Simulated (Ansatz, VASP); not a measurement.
## Two plane-wave programs on B2Se

```xyz
6
Lattice="2.9891 0.0000 0.0000 -1.4945 2.5886 0.0000 0.0000 0.0000 9.2362" Properties=species:S:1:pos:R:3 pbc="T T T"
B     0.0000    1.7258    4.4331
B     1.4945    0.8629    9.0511
B     0.0000    1.7258    0.1850
B     1.4945    0.8629    4.8031
Se    0.0000    1.7258    2.3090
Se    1.4945    0.8629    6.9271
```

Alike in both runs: functional PBE; k mesh 12 × 12 × 4; occupations gaussian, width 0.1 eV; no spin polarisation.

Ansatz relaxed the structure, and its values are those at the end. VASP's run is a single point on that final structure, the one shown.

|  | VASP | Ansatz |
| --- | --- | --- |
| version | VASP 6.6.1 | Ansatz 0.2.0 |
| potentials or method | VASP PAW PBE potentials, release 64 (B, Se), cutoff 520 eV | scalar-relativistic, plane waves, PAW |
| valence electrons in the cell | 24 | 44 |

|  | VASP | Ansatz | Ansatz less VASP |
| --- | --- | --- | --- |
| gap on the k mesh at the Fermi level (eV) | none | none | - |
| pressure (GPa) | 0.1 | 0.0 | -0.07 |
| rms of the force components (eV/Å) | 0.004 | 0.000 | -0.0034 |

A gap of «none» marks a metal or a gap that the smearing closes. The functional is the same, so the differences come from potentials, cutoffs and numerics. VASP's potentials hold 24 valence electrons a cell and Ansatz's 44, so a difference there can come from the potentials and not from the codes.
